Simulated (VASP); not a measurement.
A run of VASP 6.6.1:

INCAR

```
PREC = Accurate
ENCUT = 520
EDIFF = 1E-6
ISMEAR = 0
SIGMA = 0.1
LREAL = False
LASPH = True
NELM = 100
ALGO = Normal
ISIF = 2
LWAVE = False
LCHARG = False
GGA = PS
NBANDS = 11
```

File KPOINTS:

```
Automatic mesh
0
Gamma
  16 16 16
```

Contents of POSCAR:

```
Hf
1.0
   -1.7626092343      1.7626092343      1.7626092343
    1.7626092343     -1.7626092343      1.7626092343
    1.7626092343      1.7626092343     -1.7626092343
Hf
1
Direct
    0.0000000000      0.0000000000      0.0000000000
```

Potentials or basis: VASP PAW PBE potentials, release 64 (Hf_pv).

Launch:

```console
$ cat potpaw_PBE.64/Hf_pv/POTCAR > POTCAR
$ mpirun -np 1 vasp_std > vasp.out
```

Hardware: 1 thread of Intel(R) Xeon(R) Platinum 8488C (Sapphire Rapids), on a shared host.

Task: Estimate the wall time of this run.

Result: It took 18 s on 1 thread of Intel(R) Xeon(R) Platinum 8488C (Sapphire Rapids), with other jobs on the host, peak memory 0.16 GiB. Counts: scf iterations 11, k points 145.
